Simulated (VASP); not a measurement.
Write the native input for VASP 6.6.1 that does the following.

- Task: single point
- Functional: PBE
- Potentials or basis: VASP PAW PBE potentials, release 64 (W_sv, Ta_pv, C)
- Cutoff: 520 eV
- k mesh: 10 × 10 × 10
- Occupations: fermi-dirac, width 0.05 eV
- Spin: no spin polarisation
- Dipole correction: no
- Further INCAR settings: ALGO = Normal; EDIFF = 1e-07; NBANDS = 24

The structure of TaWC2 lies in POSCAR:

```
TaWC2
1.0
    1.5718551461      0.9075109917      5.1016196719
   -1.5718551461      0.9075109917      5.1016196719
    0.0000000000     -1.8150219835      5.1016196719
W Ta C
1 1 2
Direct
    0.0000000000      0.0000000000      0.0000000000
    0.5000000000      0.5000000000      0.5000000000
    0.2509330000      0.2509330000      0.2509330000
    0.7490670000      0.7490670000      0.7490670000
```

These files were run (other wordings do the same):

INCAR

```
SYSTEM = TaWC2
ALGO = Normal
EDIFF = 1E-7
ENCUT = 520
GGA = PE
ISIF = 2
ISMEAR = -1
LASPH = .TRUE.
LCHARG = .FALSE.
LREAL = .FALSE.
LWAVE = .FALSE.
NBANDS = 24
NELM = 80
PREC = Accurate
SIGMA = 0.05
```

KPOINTS

```
k-points
0
G
  10 10 10
  0 0 0
```

Potentials or basis: VASP PAW PBE potentials, release 64 (W_sv, Ta_pv, C).

The run is started by

```sh
$ cat potpaw_PBE.64/W_sv/POTCAR potpaw_PBE.64/Ta_pv/POTCAR potpaw_PBE.64/C/POTCAR > POTCAR
$ mpirun -np 1 vasp_std > vasp.out
```

Results of the run:

```
Pressure               : -1.8 GPa
Largest force          : 0.065 eV/Å
Band gap on the k mesh : zero (an odd number of electrons rules out a gap without spin polarisation)
```

Caveat: spin-orbit coupling is left out, which moves the levels of the heavy elements.

Wall time 2.9 min on 1 thread of AMD EPYC 9R45 96-Core Processor (Zen 5), with other jobs on the host, peak memory 0.29 GiB.
